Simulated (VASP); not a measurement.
# Te (C2/m) in VASP: further runs, part 2 of 2

VASP 6.6.1. The steps go on from the part before.

**4. Single point, r2SCAN**

This run uses another cell than the first one, of 34.00 Å³/atom, 1.061 times its volume.

File POSCAR:

```
Te
1.0
    3.8705621598     -2.1764716655      0.0000000000
    3.8705621598      2.1764716655      0.0000000000
   -0.0955316789      0.0000000000      6.0547324433
Te
3
Direct
    0.0000000000      0.0000000000      0.0000000000
    0.3094466100      0.3094466100      0.3388094900
    0.6905533900      0.6905533900      0.6611905100
```

File INCAR.step1:

```
SYSTEM = Te
PREC = Accurate
ENCUT = 520
ISMEAR = -1
SIGMA = 0.05
LREAL = .FALSE.
LASPH = .TRUE.
NELM = 100
NBANDS = 16
GGA = PE
ALGO = Normal
EDIFF = 1E-4
LWAVE = .TRUE.
LCHARG = .FALSE.
```

File INCAR.step2:

```
SYSTEM = Te
PREC = Accurate
ENCUT = 520
EDIFF = 1E-6
ISMEAR = -1
SIGMA = 0.05
LREAL = .FALSE.
LASPH = .TRUE.
NELM = 100
ALGO = Normal
ISIF = 2
LWAVE = .FALSE.
LCHARG = .TRUE.
METAGGA = R2SCAN
LMIXTAU = .TRUE.
LELF = .TRUE.
LVHAR = .TRUE.
NBANDS = 16
ISTART = 1
```

File KPOINTS:

```
Automatic mesh
0
G
  7 7 5
  0 0 0
```

Potentials or basis: VASP PAW PBE potentials, release 64 (Te).

On the command line:

```bash
$ cat potpaw_PBE.64/Te/POTCAR > POTCAR
$ cp INCAR.step1 INCAR
$ mpirun -np 1 vasp_std > vasp.out
$ cp INCAR.step2 INCAR
$ mpirun -np 1 vasp_std > vasp.out
```

OUTCAR:

```text
SYSTEM = Te
   PREC = Accurate
   ENCUT = 520
   EDIFF = 1E-6
   ISMEAR = -1
   LREAL = .FALSE.
   LASPH = .TRUE.
   NELM = 100
   ISIF = 2
   METAGGA = R2SCAN
   ISTART = 1

 ion  position               nearest neighbor table
   1  0.000  0.000  0.000-   2 3.13   3 3.13   3 3.35   3 3.35   2 3.35   2 3.35
   2  0.309  0.309  0.339-   3 3.07   3 3.07   1 3.13   1 3.35   1 3.35   3 3.51
   3  0.691  0.691  0.661-   2 3.07   2 3.07   1 3.13   1 3.35   1 3.35   2 3.51

  LATTYP: Found a base centered monoclinic cell.
 ALAT       =     7.7411243196
 B/A-ratio  =     0.5623140969
 C/A-ratio  =     0.7822489081
 COS(beta)  =    -0.0157760547

  Lattice vectors:

 A1 = (   3.8705621598,  -2.1764716655,   0.0000000000)
 A2 = (   3.8705621598,   2.1764716655,   0.0000000000)
 A3 = (  -0.0955316789,   0.0000000000,   6.0547324433)

Analysis of symmetry for initial positions (statically):
=====================================================================
 Subroutine PRICEL returns:
 Original cell was already a primitive cell.

 Routine SETGRP: Setting up the symmetry group for a
 base centered monoclinic supercell.

 Subroutine GETGRP returns: Found  4 space group operations
 (whereof  4 operations were pure point group operations)
 out of a pool of  4 trial point group operations.

The static configuration has the point symmetry C_2h.

Analysis of symmetry for dynamics (positions and initial velocities):
=====================================================================
 Subroutine PRICEL returns:
 Original cell was already a primitive cell.

 Routine SETGRP: Setting up the symmetry group for a
 base centered monoclinic supercell.

 Subroutine GETGRP returns: Found  4 space group operations
 (whereof  4 operations were pure point group operations)
 out of a pool of  4 trial point group operations.
[... 119 lines left out ...]
   EFERMI_NEDOS =   21; number of points for ismear=-14 and -15
   IALGO  =     38    algorithm
   IMIX   =      4    mixing-type and parameters
     AMIX     =   0.40;   BMIX     =  1.00
     AMIX_MAG =   1.60;   BMIX_MAG =  1.00
  volume/ion in A,a.u.               =      34.00       229.47
  Fermi-wavevector in a.u.,A,eV,Ry     =   0.918223  1.735191 11.471536  0.843134
  Thomas-Fermi vector in A             =   2.043281
   LORBIT       =      0    0 simple, 1 ext, 2 COOP (PROOUT), +10 PAW based schemes
   METAGGA = R2SCAN    functional components
   LHFCALC =     F    Hartree Fock is set to
   AEXX    =    0.0000 exact exchange contribution
   IVDW    =     0    specifies the selected vdW correction
   LEPSILON=     F    determine dielectric tensor
   LRPA    =     F    only Hartree local field effects (RPA)
 non-spin polarized calculation
  energy-cutoff  :      520.00
  volume of cell :      102.01
 maximum number of plane-waves:      2762
 NGX is ok and might be reduce to    36
   NGX = 17   NGY = 17   NGZ = 23

 number of electron      18.0000000 magnetization

 Free energy of the ion-electron system (eV)
  ---------------------------------------------------
  ext. energy  EPLUGINS =         0.00000000
  ---------------------------------------------------
  free energy    TOTEN  =       -76.00300084 eV

  energy without entropy =      -75.99715863  energy(sigma->0) =      -76.00007973

 E-fermi :   5.8648     XC(G=0):  -9.5578

 val. band max:        5.8175988001   @ k =   0.4286   0.2857   0.2000
 cond. band min:       5.8693254044   @ k =   0.0000   0.0000   0.4000
 fundamental gap:      0.0517266043
 Fermi energy:         5.8648122288

 k-point     1 :       0.0000    0.0000    0.0000
  band No.  band energies     occupation
      1      -8.1477      2.00000
      2      -4.9218      2.00000
      3      -4.7885      2.00000
      4       3.0252      2.00000
      5       3.0376      2.00000
      6       3.5700      2.00000
[... 433 lines left out ...]
      3      -3.8656      2.00000
      4       1.8794      2.00000
      5       2.8541      2.00000
      6       3.2695      2.00000
[... 8 lines left out ...]
     15      11.9418      0.00000
     16      12.3363      0.00000

 [... further k-points ...]

------------------------ aborting loop because EDIFF is reached ----------------------------------------

  FORCE on cell =-STRESS in cart. coord.  units (eV):
  Direction    XX          YY          ZZ          XY          YZ          ZX
  --------------------------------------------------------------------------------------
  -------------------------------------------------------------------------------------
  Total       -1.0026717     -1.0169706     -1.4764486      0.0000000      0.0000000     -0.0593000
  in kB      -15.7477061    -15.9722821    -23.1887262      0.0000000      0.0000000     -0.9313501
  external PRESSURE =     -18.3029048 kB  Pullay stress =       0.0000000 kB

 VOLUME and BASIS-vectors are now :
 -----------------------------------------------------------------------------
  energy-cutoff  :      520.00
  volume of cell :      102.01
      direct lattice vectors                 reciprocal lattice vectors
     3.870562160 -2.176471665  0.000000000     0.129180202 -0.229729616  0.002038208
     3.870562160  2.176471665  0.000000000     0.129180202  0.229729616  0.002038208
    -0.095531679  0.000000000  6.054732443     0.000000000  0.000000000  0.165160064

 POSITION                                       TOTAL-FORCE (eV/Angst)
 -----------------------------------------------------------------------------------
      0.00000      0.00000      0.00000         0.000000      0.000000      0.000000
      2.36310      0.00000      2.05140        -0.094427      0.000000      0.031346
      5.28250      0.00000      4.00333         0.094427      0.000000     -0.031346
 -----------------------------------------------------------------------------------
    total drift:                               -0.000000     -0.000000     -0.000000

  FREE ENERGIE OF THE ION-ELECTRON SYSTEM (eV)
  ---------------------------------------------------
  free  energy   TOTEN  =       -76.0030008385 eV

  energy  without entropy=      -75.9971586253  energy(sigma->0) =      -76.00007973
```

OUTCAR.step1:

```text
SYSTEM = Te
   PREC = Accurate
   ENCUT = 520
   ISMEAR = -1
   LREAL = .FALSE.
   LASPH = .TRUE.
   NELM = 100
[... 682 lines left out ...]
      0.00000      0.00000      0.00000        -0.000000      0.000000      0.000000
      2.36310      0.00000      2.05140        -0.000397      0.000000     -0.008823
      5.28250      0.00000      4.00333         0.000397      0.000000      0.008823
 -----------------------------------------------------------------------------------
    total drift:                               -0.000000     -0.000000     -0.000000

  FREE ENERGIE OF THE ION-ELECTRON SYSTEM (eV)
  ---------------------------------------------------
  free  energy   TOTEN  =        -9.2906252919 eV

  energy  without entropy=       -9.2838043009  energy(sigma->0) =       -9.28721480
```

Wall time 4.8 min (1 thread of Intel Xeon Platinum 8259CL at 2.50GHz (Skylake/Cascade Lake), shared host); peak memory 0.3 GiB.

What came out:

```yaml
Free_energy: -76.0030 eV
Pressure: -1.8 GPa
Largest_force: 0.099 eV/Å
Band_gap_on_the_k_mesh: 0.05 eV, indirect (least direct gap 0.19 eV)
```

Forces in eV/Å, atoms in the order of the input:
```
Te   0.000  0.000  0.000
Te  -0.094  0.000  0.031
Te   0.094  0.000 -0.031
```

Caveat: the PAW data sets were made with another functional, which shifts forces and pressure a little; spin-orbit coupling is left out, which moves the levels of the heavy elements.

**5. Summary**

```csv
cell,gap on the mesh (eV),pressure (GPa),largest force (eV/Å)
"a = 4.353, b = 4.353, c = 5.937 Å, angles 90.8, 90.8, 58.7°, 3 atoms",none,1.2,0.07
"a = 4.412, b = 4.412, c = 6.016 Å, angles 90.8, 90.8, 58.7°, 3 atoms",-,-0.9,0.05
"a = 4.441, b = 4.441, c = 6.055 Å, angles 90.8, 90.8, 58.7°, 3 atoms",0.05,-1.8,0.10
```

Alike in all rows: task single point; level r2SCAN; potentials or basis VASP PAW PBE potentials, release 64 (Te); no spin polarisation; k mesh 7 × 7 × 5; cutoff (eV) 520; smearing fermi-dirac 0.05 eV.

Caveats: the PAW data sets were made with another functional, which shifts forces and pressure a little; spin-orbit coupling is left out, which moves the levels of the heavy elements.

Absolute energies hang on the potentials; compare differences alone.
